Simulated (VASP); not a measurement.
Set up this calculation in VASP 6.6.1, as the native input.

```
Task                   : single point
Functional             : PBE
Potentials or basis    : VASP PAW PBE potentials, release 64 (Pb_d)
Cutoff                 : 520 eV
k mesh                 : 12 × 12 × 6
Occupations            : gaussian, width 0.05 eV
Spin                   : no spin polarisation
Dipole correction      : no
Further INCAR settings : ALGO = Normal; EDIFF = 1e-06; NBANDS = 21
```

The structure of Pb lies in POSCAR:

```
Pb
1.0
    3.4800000000      0.0000000000      0.0000000000
   -1.7400000000      3.0137684052      0.0000000000
    0.0000000000      0.0000000000      5.5900000000
Pb
2
Direct
    0.3333333333      0.6666666667      0.2500000000
    0.6666666667      0.3333333333      0.7500000000
```

The input as run:

INCAR

```
SYSTEM = Pb
  PREC = Accurate
  ENCUT = 520
  EDIFF = 1E-6
  ISMEAR = 0
  SIGMA = 0.05
  LREAL = .False.
  LASPH = .True.
  NELM = 60
  ALGO = Normal
  ISIF = 2
  LWAVE = .False.
  LCHARG = .False.
  GGA = PE
  NBANDS = 21
```

KPOINTS

```
Automatic mesh
0
Gamma
  12 12 6
  0 0 0
```

Potentials or basis: VASP PAW PBE potentials, release 64 (Pb_d).

The run is started by

```bash
$ cat potpaw_PBE.64/Pb_d/POTCAR > POTCAR
$ mpirun -np 1 vasp_std > vasp.out
```

Results of the run:

| Property | Result |
| --- | --- |
| Pressure | 3.8 GPa |
| Band gap on the k mesh | zero (band 14 reaches 13.35 eV, above the bottom of band 15 at 5.38 eV) |

Caveat: spin-orbit coupling is left out, which moves the levels of the heavy elements.

Wall time 52 s on 1 thread of Intel(R) Xeon(R) Platinum 8259CL CPU @ 2.50GHz (Skylake/Cascade Lake) (shared host), peak memory 0.21 GiB.
